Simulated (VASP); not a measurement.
# SnSe2 (P-3m1) in VASP: a series of runs

The runs below take SnSe2 through single point, with PBE, r2SCAN.

Program: VASP 6.6.1. These are calculated values, not measurements. Logs are shortened: lines on timing, memory, paths and dates and some standing lists are left out, and cuts for length are marked.

## Step 1: The cell of the first run

Symmetry: P-3m1, No. 164, trigonal system. Conventional cell: a = 3.825 Å, b = 3.825 Å, c = 6.227 Å, α = 90.00°, β = 90.00°, γ = 120.00°. Within 3.6 Å of Sn (site symmetry -3m) lie 6 Se at 2.71 Å. Within 3.6 Å of Se (site symmetry 3m) lie 3 Sn at 2.71 Å.

## Step 2: Single point, PBE

Input file INCAR:

```
SYSTEM = SnSe2
PREC = Accurate
ENCUT = 520
EDIFF = 1E-6
ISMEAR = 0
SIGMA = 0.01
LREAL = .FALSE.
LASPH = .TRUE.
NELM = 80
ALGO = Normal
ISIF = 2
LWAVE = .FALSE.
LCHARG = .FALSE.
GGA = PE
NBANDS = 20
```

Input file KPOINTS:

```
Automatic mesh
0
G
  6 6 4
  0 0 0
```

Input file POSCAR:

```
SnSe2
1.0
    3.8251525338      0.0000000000      0.0000000000
   -1.9125762669      3.3126792677      0.0000000000
    0.0000000000      0.0000000000      6.2269106160
Sn Se
1 2
Direct
    0.0000000000      0.0000000000      0.0000000000
    0.6666666667      0.3333333333      0.7469206687
    0.3333333333      0.6666666667      0.2530793313
```

Potentials or basis: VASP PAW PBE potentials, release 64 (Sn_d, Se).

The run is started by

```console
$ cat potpaw_PBE.64/Sn_d/POTCAR potpaw_PBE.64/Se/POTCAR > POTCAR
$ mpirun -np 1 vasp_std > vasp.out
```

OUTCAR:

```text
SYSTEM = SnSe2
   PREC = Accurate
   ENCUT = 520
   EDIFF = 1E-6
   ISMEAR = 0
   LREAL = .FALSE.
   LASPH = .TRUE.
   NELM = 80
   ISIF = 2
   GGA = PE

 ion  position               nearest neighbor table
   1  0.000  0.000  0.000-   2 2.71   3 2.71   2 2.71   3 2.71   2 2.71   3 2.71
   2  0.667  0.333  0.747-   1 2.71   1 2.71   1 2.71
   3  0.333  0.667  0.253-   1 2.71   1 2.71   1 2.71

  LATTYP: Found a hexagonal cell.
 ALAT       =     3.8251525338
 C/A-ratio  =     1.6278855708

  Lattice vectors:

 A1 = (   3.8251525338,   0.0000000000,   0.0000000000)
 A2 = (  -1.9125762669,   3.3126792677,   0.0000000000)
 A3 = (   0.0000000000,   0.0000000000,   6.2269106160)

Analysis of symmetry for initial positions (statically):
=====================================================================
 Subroutine PRICEL returns:
 Original cell was already a primitive cell.

 Routine SETGRP: Setting up the symmetry group for a
 hexagonal supercell.

 Subroutine GETGRP returns: Found 12 space group operations
 (whereof 12 operations were pure point group operations)
 out of a pool of 24 trial point group operations.

The static configuration has the point symmetry D_3d.

Analysis of symmetry for dynamics (positions and initial velocities):
=====================================================================
 Subroutine PRICEL returns:
 Original cell was already a primitive cell.

 Routine SETGRP: Setting up the symmetry group for a
 hexagonal supercell.

 Subroutine GETGRP returns: Found 12 space group operations
 (whereof 12 operations were pure point group operations)
 out of a pool of 24 trial point group operations.

The dynamic configuration has the point symmetry D_3d.

 Subroutine INISYM returns: Found 12 space group operations
 (whereof 12 operations are pure point group operations),
 and found     1 'primitive' translations

----------------------------------------------------------------------------------------

                                     Primitive cell

  volume of cell :      78.9043

  direct lattice vectors                    reciprocal lattice vectors
     3.825152534  0.000000000  0.000000000     0.261427483  0.150935228  0.000000000
    -1.912576267  3.312679268  0.000000000     0.000000000  0.301870456  0.000000000
     0.000000000  0.000000000  6.226910616     0.000000000  0.000000000  0.160593280

  length of vectors
     3.825152534  3.825152534  6.226910616     0.301870456  0.301870456  0.160593280

  position of ions in fractional coordinates (direct lattice)
     0.000000000  0.000000000  0.000000000
     0.666666667  0.333333333  0.746920669
     0.333333333  0.666666667  0.253079331

  ion indices of the primitive-cell ions
   primitive index   ion index
                 1           1
                 2           2
                 3           3

----------------------------------------------------------------------------------------

 KPOINTS: Automatic mesh

Automatic generation of k-mesh.
 Grid dimensions read from file:
 generate k-points for:    6    6    4

 Generating k-lattice:

  Cartesian coordinates                     Fractional coordinates (reciprocal lattice)
     0.043571247  0.025155871  0.000000000     0.166666667  0.000000000  0.000000000
     0.000000000  0.050311743  0.000000000     0.000000000  0.166666667  0.000000000
     0.000000000  0.000000000  0.040148320     0.000000000  0.000000000  0.250000000

  Length of vectors
     0.050311743  0.050311743  0.040148320

  Shift w.r.t. Gamma in fractional coordinates (k-lattice)
     0.000000000  0.000000000  0.000000000

 Subroutine IBZKPT returns following result:
 ===========================================

 Found     24 irreducible k-points:

 Following reciprocal coordinates:
            Coordinates               Weight
  0.000000  0.000000  0.000000      1.000000
  0.166667  0.000000  0.000000      6.000000
  0.333333 -0.000000  0.000000      6.000000
  0.500000  0.000000  0.000000      3.000000
  0.166667  0.166667  0.000000      6.000000
  0.333333  0.166667  0.000000     12.000000
[... 16 lines left out ...]
  0.333333  0.166667  0.500000     12.000000
  0.333333  0.333333  0.500000      2.000000
   k-points           NKPTS =     24   k-points in BZ     NKDIM =     24   number of bands    NBANDS=     20
   number of dos      NEDOS =    301   number of ions     NIONS =      3
   total plane-waves  NPLWV =  37632
   dimension x,y,z NGX =    28 NGY =   28 NGZ =   48
   dimension x,y,z NGXF=    56 NGYF=   56 NGZF=   96
   ions per type =               1   2
   NGX,Y,Z   is equivalent  to a cutoff of  12.17, 12.17, 12.82 a.u.
   NGXF,Y,Z  is equivalent  to a cutoff of  24.34, 24.34, 25.63 a.u.
 SYSTEM =  SnSe2
   PREC   = accura    normal or accurate (medium, high low for compatibility)
   ISTART =      0    job   : 0-new  1-cont  2-samecut
   ICHARG =      2    charge: 1-file 2-atom 10-const
   ISPIN  =      1    spin polarized calculation?
   LNONCOLLINEAR =      F non collinear calculations
   LSORBIT =      F    spin-orbit coupling
   LASPH  =      T    aspherical Exc in radial PAW
   ENCUT  =  520.0 eV  38.22 Ry    6.18 a.u.   7.11  7.11 11.58*2*pi/ulx,y,z
   NELM   =     80;   NELMIN=  2; NELMDL= -5     # of ELM steps
   EDIFF  = 0.1E-05   stopping-criterion for ELM
   LREAL  =      F    real-space projection
   EDIFFG = 0.1E-04   stopping-criterion for IOM
   NSW    =      0    number of steps for IOM
   IBRION =     -1    ionic relax: 0-MD 1-quasi-New 2-CG
   NFREE  =      0    steps in history (QN), initial steepest desc. (CG)
   ISIF   =      2    stress and relaxation
   ISYM   =      2    0-nonsym 1-usesym 2-fastsym
   POTIM  = 0.5000    time-step for ionic-motion
   TEBEG  =    0.0;   TEEND  =   0.0 temperature during run
   PSTRESS=    0.0 pullay stress
   NELECT =      26.0000    total number of electrons
   NUPDOWN=      -1.0000    fix difference up-down
   EMIN   =  10.00;   EMAX   =-10.00  energy-range for DOS
   EFERMI =   0.00;   METHOD = LEGACY
   ISMEAR =     0;   SIGMA  =   0.01  broadening in eV -4-tet -1-fermi 0-gaus
   EFERMI_NEDOS =   21; number of points for ismear=-14 and -15
   IALGO  =     38    algorithm
   IMIX   =      4    mixing-type and parameters
     AMIX     =   0.40;   BMIX     =  1.00
     AMIX_MAG =   1.60;   BMIX_MAG =  1.00
  volume/ion in A,a.u.               =      26.30       177.49
  Fermi-wavevector in a.u.,A,eV,Ry     =   1.130748  2.136803 17.396276  1.278590
  Thomas-Fermi vector in A             =   2.267445
   LORBIT       =      0    0 simple, 1 ext, 2 COOP (PROOUT), +10 PAW based schemes
   GGA     = PE    functional components
   LHFCALC =     F    Hartree Fock is set to
   AEXX    =    0.0000 exact exchange contribution
   IVDW    =     0    specifies the selected vdW correction
   LEPSILON=     F    determine dielectric tensor
   LRPA    =     F    only Hartree local field effects (RPA)
 non-spin polarized calculation
 Gauss-broadening in eV      SIGMA  =   0.01
  energy-cutoff  :      520.00
  volume of cell :       78.90
 maximum number of plane-waves:      2142
   NGX = 15   NGY = 15   NGZ = 23

 number of electron      26.0000000 magnetization

 Free energy of the ion-electron system (eV)
  ---------------------------------------------------
  ext. energy  EPLUGINS =         0.00000000
  ---------------------------------------------------
  free energy    TOTEN  =       -11.81270221 eV

  energy without entropy =      -11.81270221  energy(sigma->0) =      -11.81270221

 E-fermi :   3.9483     XC(G=0):  -9.3735

 val. band max:        3.8924515828   @ k =   0.1667   0.0000   0.0000
 cond. band min:       4.6793083345   @ k =   0.5000   0.0000   0.5000
 fundamental gap:      0.7868567517
 Fermi energy:         3.9483096252

 k-point     1 :       0.0000    0.0000    0.0000
  band No.  band energies     occupation
      1     -17.2883      2.00000
      2     -17.2883      2.00000
      3     -17.2526      2.00000
      4     -17.2404      2.00000
      5     -17.2404      2.00000
      6      -9.8291      2.00000
[... 12 lines left out ...]
     19      12.9313      0.00000
     20      12.9314      0.00000

 k-point     2 :       0.1667    0.0000    0.0000
  band No.  band energies     occupation
      1     -17.2997      2.00000
      2     -17.2795      2.00000
      3     -17.2484      2.00000
      4     -17.2433      2.00000
      5     -17.2389      2.00000
      6      -9.5635      2.00000
[... 12 lines left out ...]
     19      12.1867      0.00000
     20      13.2084      0.00000

 k-point     3 :       0.3333   -0.0000    0.0000
  band No.  band energies     occupation
      1     -17.3260      2.00000
      2     -17.2691      2.00000
      3     -17.2582      2.00000
      4     -17.2284      2.00000
      5     -17.2272      2.00000
      6      -8.8591      2.00000
[... 12 lines left out ...]
     19      12.9450      0.00000
     20      13.7023      0.00000

 k-point     4 :       0.5000    0.0000    0.0000
  band No.  band energies     occupation
      1     -17.3399      2.00000
      2     -17.2676      2.00000
      3     -17.2629      2.00000
      4     -17.2194      2.00000
      5     -17.2186      2.00000
      6      -8.2563      2.00000
[... 12 lines left out ...]
     19      13.8502      0.00000
     20      14.5461      0.00000

 k-point     5 :       0.1667    0.1667    0.0000
  band No.  band energies     occupation
      1     -17.3130      2.00000
      2     -17.2768      2.00000
      3     -17.2511      2.00000
      4     -17.2415      2.00000
      5     -17.2269      2.00000
      6      -9.0727      2.00000
[... 12 lines left out ...]
     19      10.9927      0.00000
     20      14.0418      0.00000
[... 353 lines left out ...]
      6      -8.1587      2.00000
[... 12 lines left out ...]
     19      13.5383      0.00000
     20      14.5509      0.00000

 k-point    22 :       0.1667    0.1667    0.5000
  band No.  band energies     occupation
      1     -17.3131      2.00000
      2     -17.2768      2.00000
      3     -17.2511      2.00000
      4     -17.2414      2.00000
      5     -17.2269      2.00000
      6      -8.9120      2.00000
[... 12 lines left out ...]
     19      11.9648      0.00000
     20      13.0874      0.00000

 k-point    23 :       0.3333    0.1667    0.5000
  band No.  band energies     occupation
      1     -17.3262      2.00000
      2     -17.2789      2.00000
      3     -17.2548      2.00000
      4     -17.2304      2.00000
      5     -17.2187      2.00000
      6      -8.2180      2.00000
[... 12 lines left out ...]
     19      12.3264      0.00000
     20      13.6803      0.00000

 k-point    24 :       0.3333    0.3333    0.5000
  band No.  band energies     occupation
      1     -17.3043      2.00000
      2     -17.3043      2.00000
      3     -17.2393      2.00000
      4     -17.2393      2.00000
      5     -17.2219      2.00000
      6      -7.8180      2.00000
[... 12 lines left out ...]
     19      13.0746      0.00000
     20      13.0959      0.00000

------------------------ aborting loop because EDIFF is reached ----------------------------------------

  FORCE on cell =-STRESS in cart. coord.  units (eV):
  Direction    XX          YY          ZZ          XY          YZ          ZX
  --------------------------------------------------------------------------------------
  -------------------------------------------------------------------------------------
  Total        1.4807475      1.4807475      1.4820217     -0.0000000     -0.0000000     -0.0000000
  in kB       30.0670491     30.0670491     30.0929224     -0.0000000     -0.0000000     -0.0000000
  external PRESSURE =      30.0756735 kB  Pullay stress =       0.0000000 kB

 VOLUME and BASIS-vectors are now :
 -----------------------------------------------------------------------------
  energy-cutoff  :      520.00
  volume of cell :       78.90
      direct lattice vectors                 reciprocal lattice vectors
     3.825152534  0.000000000  0.000000000     0.261427483  0.150935228  0.000000000
    -1.912576267  3.312679268  0.000000000     0.000000000  0.301870456  0.000000000
     0.000000000  0.000000000  6.226910616     0.000000000  0.000000000  0.160593280

 POSITION                                       TOTAL-FORCE (eV/Angst)
 -----------------------------------------------------------------------------------
      0.00000      0.00000      0.00000         0.000000      0.000000      0.000000
      1.91258      1.10423      4.65101         0.000000     -0.000000     -0.261993
     -0.00000      2.20845      1.57590        -0.000000      0.000000      0.261993
 -----------------------------------------------------------------------------------
    total drift:                               -0.000000     -0.000000      0.000000

  FREE ENERGIE OF THE ION-ELECTRON SYSTEM (eV)
  ---------------------------------------------------
  free  energy   TOTEN  =       -11.8127022147 eV

  energy  without entropy=      -11.8127022147  energy(sigma->0) =      -11.81270221
```

Run time: 24 s. Hardware: 1 thread of Intel Xeon Platinum 8488C (Sapphire Rapids), shared host; peak memory 0.2 GiB.

What came out:

* Free energy: -11.8127 eV
* Pressure: 3.0 GPa
* Largest force: 0.262 eV/Å
* Band gap on the k mesh: 0.79 eV, indirect (least direct gap 1.12 eV)

Forces on the atoms (eV/Å):
```
Sn   0.000  0.000  0.000
Se   0.000  0.000 -0.262
Se   0.000  0.000  0.262
```

Levels at points of the mesh, in eV from the valence-band top:
| k point | band 9 | band 10 | band 11 | band 12 | band 13 | band 14 | band 15 | band 16 | band 17 | band 18 |
| --- | --- | --- | --- | --- | --- | --- | --- | --- | --- | --- |
| (0.00, 0.00, 0.00) | -0.52 | -0.52 | -0.25 | -0.25 | -0.07 | 1.05 | 3.11 | 4.70 | 4.70 | 8.09 |
| (0.50, 0.00, 0.00) | -4.27 | -2.84 | -2.42 | -1.20 | -0.22 | 1.20 | 3.80 | 5.37 | 5.43 | 6.93 |
| (0.00, 0.00, 0.50) | -2.04 | -0.61 | -0.61 | -0.09 | -0.09 | 2.49 | 3.03 | 4.44 | 4.44 | 7.98 |
| (0.50, 0.00, 0.50) | -4.72 | -2.25 | -1.94 | -0.78 | -0.61 | 0.79 | 4.21 | 4.77 | 5.84 | 6.18 |

Caveat: spin-orbit coupling is left out, which moves the levels of the heavy elements; this functional lacks dispersion, which binds the layers, so the pressure and a relaxed spacing across them are unreliable. A k mesh can miss the band edges.

## Step 3: Single point, PBE

Input file INCAR:

```
  PREC = Accurate
  ENCUT = 520
  EDIFF = 1E-7
  ISMEAR = 0
  SIGMA = 0.01
  LREAL = False
  LASPH = True
  NELM = 60
  ALGO = Normal
  ISIF = 2
  LWAVE = False
  LCHARG = False
  GGA = PE
  NBANDS = 20
```

Input file KPOINTS:

```
regular mesh
0
Gamma
  6 6 4
```

POSCAR is that of step 2.

Potentials or basis: VASP PAW PBE potentials, release 64 (Sn_d, Se).

The run is started by

```console
$ cat potpaw_PBE.64/Sn_d/POTCAR potpaw_PBE.64/Se/POTCAR > POTCAR
$ mpirun -np 1 vasp_std > vasp.out
```

Wall time 30 s (1 thread of Intel Xeon Platinum 8488C (Sapphire Rapids), shared host); peak memory 0.2 GiB.

Results (log left out):

```
Free energy            : -11.8127 eV
Pressure               : 3.0 GPa
Largest force          : 0.262 eV/Å
Band gap on the k mesh : 0.79 eV, indirect (least direct gap 1.12 eV)
```

Forces on the atoms (eV/Å):
```
Sn   0.000  0.000  0.000
Se   0.000  0.000 -0.262
Se   0.000  0.000  0.262
```

Levels at points of the mesh, in eV from the valence-band top:
| k point | band 11 | band 12 | band 13 | band 14 | band 15 | band 16 |
| --- | --- | --- | --- | --- | --- | --- |
| (0.00, 0.00, 0.00) | -0.25 | -0.25 | -0.07 | 1.05 | 3.11 | 4.70 |
| (0.50, 0.00, 0.00) | -2.42 | -1.20 | -0.22 | 1.20 | 3.80 | 5.37 |
| (0.00, 0.00, 0.50) | -0.61 | -0.09 | -0.09 | 2.49 | 3.03 | 4.44 |
| (0.50, 0.00, 0.50) | -1.94 | -0.78 | -0.61 | 0.79 | 4.22 | 4.77 |

Caveat: spin-orbit coupling is left out, which moves the levels of the heavy elements; this functional lacks dispersion, which binds the layers, so the pressure and a relaxed spacing across them are unreliable. A k mesh can miss the band edges.

[end of part 1 of 2]
